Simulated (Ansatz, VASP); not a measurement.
## One calculation of C, two programs

The input INCAR:

```
PREC = Accurate ; ENCUT = 520
EDIFF = 1E-7 ; ISMEAR = -1
SIGMA = 0.05 ; LREAL = F
LASPH = T ; NELM = 80
ALGO = Normal ; ISIF = 2
LWAVE = F ; LCHARG = F
GGA = PE ; NBANDS = 16
```

File KPOINTS:

```
Automatic mesh
0
Gamma
  12 12 7
```

The input POSCAR:

```
C
1.0
    2.4777151802      0.0000000000      0.0000000000
   -1.2388575901      2.1457642894      0.0000000000
    0.0000000000      0.0000000000      4.1237322569
C
4
Direct
    0.3333333333      0.6666666667      0.0627282291
    0.6666666667      0.3333333333      0.5627282291
    0.3333333333      0.6666666667      0.4372717709
    0.6666666667      0.3333333333      0.9372717709
```

Input for Ansatz:

```yaml
crystal:
  lattice:
    - [2.4777151802, 0.0, 0.0]
    - [-1.2388575901, 2.1457642894, 0.0]
    - [0.0, 0.0, 4.1237322569]
  atoms:
    - { symbol: C, position: [0.3333333333, 0.6666666667, 0.0627282291] }
    - { symbol: C, position: [0.6666666667, 0.3333333333, 0.5627282291] }
    - { symbol: C, position: [0.3333333333, 0.6666666667, 0.4372717709] }
    - { symbol: C, position: [0.6666666667, 0.3333333333, 0.9372717709] }
hamiltonian:
  xc: pbe
  pseudopotentials:
    kind: paw
    azcp:
      C: "pseudopotentials/C.paw.azcp"
basis:
  ecutwfc: 420
  fft_grid_basis: typed
kpoints:
  mp_grid: { grid: [12, 12, 7], shift: [0, 0, 0] }
magnetization:
  spin_polarized: false
scf:
  occupations: { method: fermi_dirac, width: 0.05 }
  lower_state_search: "off"
output:
  stress: true
```

Alike in both runs: task single point; functional PBE; k mesh 12 × 12 × 7; occupations fermi-dirac, width 0.05 eV; no spin polarisation.

|  | VASP | Ansatz |
| --- | --- | --- |
| version | VASP 6.6.1 | Ansatz 0.2.0 |
| potentials or method | VASP PAW PBE potentials, release 64 (C), cutoff 520 eV | plane waves (420 eV) with PAW, scalar-relativistic |
| valence electrons in the cell | 16 | 16 |

```tsv
	VASP	Ansatz	Ansatz less VASP
pressure (GPa)	19.9	19.1	-0.82
traceless stress, the component that is largest in VASP (GPa)	0.20	0.28	+0.080
```
